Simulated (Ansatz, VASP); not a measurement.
**Na: VASP beside Ansatz**

Contents of INCAR:

```
PREC = Accurate
ENCUT = 520
EDIFF = 1E-6
ISMEAR = -1
SIGMA = 0.05
LREAL = F
LASPH = T
NELM = 80
ALGO = Normal
ISIF = 2
LWAVE = F
LCHARG = F
GGA = CA
NBANDS = 10
```

Contents of KPOINTS:

```
Automatic mesh
0
Gamma
  13 13 13
```

File POSCAR:

```
Na
1.0
   -1.8513620357      1.8513620357      1.8513620357
    1.8513620357     -1.8513620357      1.8513620357
    1.8513620357      1.8513620357     -1.8513620357
Na
1
Direct
    0.0000000000      0.0000000000      0.0000000000
```

Input for Ansatz:

```yaml
crystal:
  lattice:
    - [-1.8513620357, 1.8513620357, 1.8513620357]
    - [1.8513620357, -1.8513620357, 1.8513620357]
    - [1.8513620357, 1.8513620357, -1.8513620357]
  atoms:
    - { symbol: Na, position: [0.0, 0.0, 0.0] }
kpoints:
  mp_grid: { grid: [13, 13, 13] }
scf:
  occupations: { method: fermi_dirac, width: 0.05 }
hamiltonian:
  xc: lda
  pseudopotentials: { kind: all_electron, lapw: { basis_error: 0.001 } }
output:
  forces: true
  stress: true
  eigenvalues: true
  populations: true
```

Change from the starting cell: volume scaled by 0.76, LAPW.

Alike in both runs: task single point; functional LDA; k mesh 13 × 13 × 13; occupations fermi-dirac, width 0.05 eV; no spin polarisation.

|  | VASP | Ansatz |
| --- | --- | --- |
| version | VASP 6.6.1 | Ansatz 0.2.0 |
| potentials or method | VASP PAW LDA potentials, release 64 (Na_pv), cutoff 520 eV | all-electron LAPW, scalar-relativistic |

```csv
,VASP,Ansatz,Ansatz less VASP
pressure (GPa),4.1,4.1,+0.07
```

LDA's correlation is that of Perdew and Zunger in VASP and of Perdew and Wang (1992) in Ansatz. Ansatz ran all-electron here, and VASP with PAW potentials.
